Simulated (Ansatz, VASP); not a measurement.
## Ge: VASP beside Ansatz

POSCAR

```
Ge
1.0
    0.0000000000      2.8368735121      2.7526183688
    2.8368735121      0.0000000000      2.7526183688
    2.8368735121      2.8368735121      0.0000000000
Ge
2
Direct
    0.0000000000      0.0000000000      0.0000000000
    0.2500000000      0.2500000000      0.2500000000
```

INCAR.step1

```
SYSTEM = Ge
ALGO     = Normal         ! electronic algorithm
EDIFF    = 1E-4           ! SCF threshold, eV
ENCUT    = 520            ! plane-wave cutoff, eV
GGA      = PE             ! functional
ISMEAR   = -1             ! smearing method
LASPH    = .TRUE.         ! aspherical terms in the spheres
LCHARG   = .FALSE.        ! write CHGCAR
LREAL    = .FALSE.        ! projectors in reciprocal space
LWAVE    = .TRUE.         ! write WAVECAR
NBANDS   = 21             ! bands
NELM     = 80             ! most SCF steps
PREC     = Accurate       ! precision mode
SIGMA    = 0.02           ! smearing width, eV
```

Contents of INCAR.step2:

```
SYSTEM = Ge
ALGO     = Normal         ! electronic algorithm
EDIFF    = 1E-7           ! SCF threshold, eV
ENCUT    = 520            ! plane-wave cutoff, eV
ISIF     = 2              ! what is computed and relaxed
ISMEAR   = -1             ! smearing method
ISTART   = 1            
LASPH    = .TRUE.         ! aspherical terms in the spheres
LCHARG   = .FALSE.        ! write CHGCAR
LMIXTAU  = .TRUE.       
LREAL    = .FALSE.        ! projectors in reciprocal space
LWAVE    = .FALSE.        ! write WAVECAR
METAGGA  = R2SCAN         ! meta-GGA
NBANDS   = 21             ! bands
NELM     = 80             ! most SCF steps
PREC     = Accurate       ! precision mode
SIGMA    = 0.02           ! smearing width, eV
```

The input KPOINTS:

```
k-points
0
G
  8 8 8
  0 0 0
```

Input for Ansatz:

```yaml
crystal:
  lattice:
    - [0.0, 2.8368735121, 2.7526183688]
    - [2.8368735121, 0.0, 2.7526183688]
    - [2.8368735121, 2.8368735121, 0.0]
  atoms:
    - { symbol: Ge, position: [0.0, 0.0, 0.0] }
    - { symbol: Ge, position: [0.25, 0.25, 0.25] }
kpoints:
  mp_grid: { grid: [8, 8, 8] }
  band_path:
    path:
      - [0.0, 0.0, 0.0]
      - [0.5, 0.0, 0.5]
      - [0.625, 0.25, 0.625]
      - [0.375, 0.375, 0.75]
      - [0.5, 0.5, 0.5]
      - [0.5, 0.25, 0.75]
    npoints: 1
hamiltonian:
  xc: r2scan
scf:
  occupations: { method: fermi_dirac, width: 0.02 }
  n_extra_bands: 4
output:
  forces: true
  stress: true
  eigenvalues: true
```

Change from the starting cell: uniaxial_z strain -3.0%.

Alike in both runs: task single point; functional r2SCAN; k mesh 8 × 8 × 8; occupations fermi-dirac, width 0.02 eV; no spin polarisation.

|  | VASP | Ansatz |
| --- | --- | --- |
| version | VASP 6.6.1 | Ansatz 0.2.0 |
| potentials or method | VASP PAW PBE potentials, release 64 (Ge_d) | plane waves, PAW |
| plane-wave cutoff (eV) | 520 | 500 |
| valence electrons in the cell | 28 | 28 |

```tsv
	VASP	Ansatz	Ansatz less VASP
pressure (GPa)	2.3	2.3	-0.05
traceless stress, the component that is largest in VASP (GPa)	1.62	1.62	-0.003
```

VASP's potentials were made for PBE, not for r2SCAN.
